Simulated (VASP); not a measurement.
C3F4:

```
C F
1.0
     8.28200    0.00000    0.00000
     0.00000    5.14000    0.00000
     0.00000    0.00000    8.26800
C F
12 16
Cartesian
  0.0000 4.6918 6.2010
  4.1410 3.0182 2.0670
  0.0000 0.4482 2.0670
  4.1410 2.1218 6.2010
  7.8232 3.3981 5.7463
  4.5998 4.3119 1.6123
  3.6822 4.3119 2.5217
  0.4588 3.3981 6.6557
  0.4588 1.7419 2.5217
  3.6822 0.8281 6.6557
  4.5998 0.8281 5.7463
  7.8232 1.7419 1.6123
  0.7547 0.3901 5.4351
  3.3863 2.1799 1.3011
  4.8957 2.1799 2.8329
  7.5273 0.3901 6.9669
  7.5273 4.7499 2.8329
  4.8957 2.9601 6.9669
  3.3863 2.9601 5.4351
  0.7547 4.7499 1.3011
  7.0192 2.7514 4.9418
  5.4038 4.9586 0.8078
  2.8782 4.9586 3.3262
  1.2628 2.7514 7.4602
  1.2628 2.3886 3.3262
  2.8782 0.1814 7.4602
  5.4038 0.1814 4.9418
  7.0192 2.3886 0.8078
```

- Program: VASP 6.6.1
- Task: relaxation of cell and atoms
- Functional: PBE
- Potentials or basis: VASP PAW PBE potentials, release 64 (C, F)
- Cutoff: 600 eV
- k mesh: 2 × 4 × 2
- Occupations: gaussian, width 0.1 eV
- Spin: no spin polarisation

At the start: pressure 5.3 GPa; volume 12.57 Å³/atom.

Task: Where does the relaxation end?

Result: Over 26 steps the energy falls by 12.3 meV/atom and the volume is 14.63 Å³/atom (+16.4 %); space group Pbcn (No. 60, to 0.1 Å) before and after.

The path:
| step | energy change (eV) | largest force (eV/Å) | pressure (GPa) | volume (Å³) |
| --- | --- | --- | --- | --- |
| 1 | 0.0000 | 1.1003 | 5.28 | 351.96 |
| 2 | 1.3673 | 5.1276 | -7.55 | 373.50 |
| 3 | -0.1914 | 0.9823 | 1.40 | 357.13 |
| 4 | 0.4086 | 3.3027 | -3.57 | 368.49 |
| 5 | -0.2305 | 0.1745 | 0.25 | 359.29 |
| 6 | -0.2305 | 0.1670 | 0.27 | 359.23 |
| 7 | -0.2310 | 0.3375 | 0.69 | 360.06 |
| 8 | -0.2357 | 0.0930 | 0.48 | 359.66 |
| 9 | -0.2426 | 0.2364 | 0.48 | 361.35 |
| 10 | -0.2441 | 0.4205 | 0.49 | 362.49 |
| 11 | -0.2457 | 0.4137 | 0.48 | 362.80 |
| 12 | -0.2504 | 0.3923 | 0.48 | 363.72 |
| 13 | -0.2594 | 0.3486 | 0.48 | 365.56 |
| 14 | -0.2754 | 0.2606 | 0.48 | 369.26 |
| 15 | -0.2999 | 0.1139 | 0.51 | 376.73 |
| 16 | -0.3211 | 0.3805 | 0.65 | 391.97 |
| 17 | -0.3320 | 0.2573 | 0.42 | 396.52 |
| 18 | -0.3380 | 0.2949 | 0.13 | 403.03 |
| 19 | -0.3439 | 0.1135 | -0.05 | 407.39 |
| 20 | -0.3446 | 0.0425 | -0.13 | 409.24 |
| 21 | -0.3447 | 0.0444 | -0.13 | 409.38 |
| 22 | -0.3447 | 0.0503 | -0.15 | 409.67 |
| 23 | -0.3447 | 0.0473 | -0.14 | 409.51 |
| 24 | -0.3451 | 0.0428 | -0.06 | 409.52 |
| 25 | -0.3453 | 0.0705 | 0.04 | 409.54 |
| 26 | -0.3456 | 0.0318 | 0.08 | 409.59 |

Final structure:
```cif
data_structure
_symmetry_space_group_name_H-M 'P 1'
_symmetry_Int_Tables_number 1
_cell_length_a 8.7449
_cell_length_b 5.3693
_cell_length_c 8.7231
_cell_angle_alpha 90.000
_cell_angle_beta 90.000
_cell_angle_gamma 90.000
_cell_volume 409.59
loop_
_atom_site_label
_atom_site_type_symbol
_atom_site_fract_x
_atom_site_fract_y
_atom_site_fract_z
_atom_site_occupancy
C1 C 0.00000 0.90876 0.75000 1
C2 C 0.50000 0.59124 0.25000 1
C3 C 0.00000 0.09124 0.25000 1
C4 C 0.50000 0.40876 0.75000 1
C5 C 0.94679 0.66527 0.69673 1
C6 C 0.55321 0.83473 0.19673 1
C7 C 0.44679 0.83473 0.30327 1
C8 C 0.05321 0.66527 0.80327 1
C9 C 0.05321 0.33473 0.30327 1
C10 C 0.44679 0.16527 0.80327 1
C11 C 0.55321 0.16527 0.69673 1
C12 C 0.94679 0.33473 0.19673 1
F1 F 0.08852 0.06697 0.66119 1
F2 F 0.41148 0.43303 0.16119 1
F3 F 0.58852 0.43303 0.33881 1
F4 F 0.91148 0.06697 0.83881 1
F5 F 0.91148 0.93303 0.33881 1
F6 F 0.58852 0.56697 0.83881 1
F7 F 0.41148 0.56697 0.66119 1
F8 F 0.08852 0.93303 0.16119 1
F9 F 0.85468 0.54201 0.60390 1
F10 F 0.64532 0.95799 0.10390 1
F11 F 0.35468 0.95799 0.39610 1
F12 F 0.14532 0.54201 0.89610 1
F13 F 0.14532 0.45799 0.39610 1
F14 F 0.35468 0.04201 0.89610 1
F15 F 0.64532 0.04201 0.60390 1
F16 F 0.85468 0.45799 0.10390 1
```

Caveat: the volume moved by over 15 % at a fixed basis, so the end points are rough; this functional lacks dispersion, which holds the molecules together, so the pressure and a relaxed volume are unreliable.
